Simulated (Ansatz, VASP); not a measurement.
## BaTe in VASP and in Ansatz

The input POSCAR:

```
BaTe
1.0
    0.0000000000      3.5323868436      3.5323868436
    3.5323868436      0.0000000000      3.5323868436
    3.5323868436      3.5323868436      0.0000000000
Ba Te
1 1
Direct
    0.0000000000      0.0000000000      0.0000000000
    0.5000000000      0.5000000000      0.5000000000
```

INCAR.step1

```
ALGO     = Normal         # electronic algorithm
EDIFF    = 1E-5           # SCF threshold, eV
ENCUT    = 520            # plane-wave cutoff, eV
GGA      = PE             # functional
ISIF     = 2              # what is computed and relaxed
ISMEAR   = 0              # smearing method
LASPH    = True           # aspherical terms in the spheres
LREAL    = False          # projectors in reciprocal space
LWAVE    = True           # write WAVECAR
NBANDS   = 15             # bands
NELM     = 80             # most SCF steps
PREC     = Accurate       # precision mode
SIGMA    = 0.01           # smearing width, eV
```

INCAR.step2

```
AEXX     = 0.35           # exact-exchange fraction
ALGO     = Normal         # electronic algorithm
EDIFF    = 1E-7           # SCF threshold, eV
ENCUT    = 520            # plane-wave cutoff, eV
GGA      = PE             # functional
HFSCREEN = 0.2078         # screening, 1/A
ISIF     = 2              # what is computed and relaxed
ISMEAR   = 0              # smearing method
ISTART   = 1            
LASPH    = True           # aspherical terms in the spheres
LCHARG   = True           # write CHGCAR
LELF     = True           # ELF
LHFCALC  = True           # exact exchange
LREAL    = False          # projectors in reciprocal space
LVHAR    = True         
LWAVE    = False          # write WAVECAR
NBANDS   = 15             # bands
NELM     = 80             # most SCF steps
PREC     = Accurate       # precision mode
PRECFOCK = Normal       
SIGMA    = 0.01           # smearing width, eV
```

The input KPOINTS:

```
k-points
0
Gamma
  4 4 4
```

Input for Ansatz:

```yaml
crystal:
  lattice:
    - [0.0, 3.5323868436, 3.5323868436]
    - [3.5323868436, 0.0, 3.5323868436]
    - [3.5323868436, 3.5323868436, 0.0]
  atoms:
    - { symbol: Ba, position: [0.0, 0.0, 0.0] }
    - { symbol: Te, position: [0.5, 0.5, 0.5] }
kpoints:
  mp_grid: { grid: [4, 4, 4] }
hamiltonian:
  xc:
    exchange: pbe
    correlation: pbe
    exx: { coeff: 0.35, omega: 0.2078 }
scf:
  occupations: { method: fixed }
  n_extra_bands: 4
output:
  forces: true
  stress: true
  eigenvalues: true
```

Alike in both runs: task single point; functional PBE-based screened hybrid with a share of 0.35 of exact exchange and HFSCREEN = 0.2078; k mesh 4 × 4 × 4; no spin polarisation.

```csv
,VASP,Ansatz
version,VASP 6.6.1,Ansatz 0.2.0
potentials or method,"VASP PAW PBE potentials, release 64 (Ba_sv, Te)",plane waves
plane-wave cutoff (eV),520,420
occupations,"gaussian, width 0.01 eV",fixed
valence electrons in the cell,16,26
```

|  | VASP | Ansatz | Ansatz less VASP |
| --- | --- | --- | --- |
| gap on the k mesh at the Fermi level (eV) | 2.61 | 2.64 | +0.031 |
| pressure (GPa) | -0.2 | -0.3 | -0.15 |

VASP's potentials were made for PBE, not for PBE-based screened hybrid. VASP's potentials hold 16 valence electrons a cell and Ansatz's 26, so a difference there can come from the potentials and not from the codes. Ansatz's warnings: stress exchange threshold loose, stress scf threshold loose.

Spin-orbit coupling is off throughout.
